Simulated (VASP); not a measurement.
A run of VASP 6.6.1:

File INCAR:

```
SYSTEM = C
ALGO = Normal
DIPOL = 0.5 0.5 0.359
EDIFF = 1E-6
ENCUT = 520
GGA = PE
IDIPOL = 3
ISIF = 2
ISMEAR = 0
IVDW = 12
LASPH = .TRUE.
LCHARG = .FALSE.
LDIPOL = .TRUE.
LREAL = .FALSE.
LWAVE = .FALSE.
NBANDS = 16
NELM = 80
PREC = Accurate
SIGMA = 0.1
```

Contents of KPOINTS:

```
k-points
0
G
  15 15 1
  0 0 0
```

POSCAR

```
C
1.0
    2.4657189597      0.0000000000      0.0000000000
   -1.2328594799      2.1353752577      0.0000000000
    0.0000000000      0.0000000000     17.5000000000
C
4
Direct
    0.3333333333      0.6666666667      0.2571428571
    0.6666666667      0.3333333333      0.2571428571
    0.3333333333      0.6666666667      0.4605714286
    0.6666666667      0.3333333333      0.4605714286
```

Potentials or basis: VASP PAW PBE potentials, release 64 (C).

Run with:

```sh
$ cat potpaw_PBE.64/C/POTCAR > POTCAR
$ mpirun -np 1 vasp_std > vasp.out
```

Hardware: 1 thread of Intel(R) Xeon(R) 6975P-C (Granite Rapids), with other jobs on the host.

**Question.** Estimate the wall time of this run.

**Answer.** It took 24 s on 1 thread of Intel(R) Xeon(R) 6975P-C (Granite Rapids) (shared host), peak memory 0.2 GiB. Counts: scf iterations 19, k points 27.
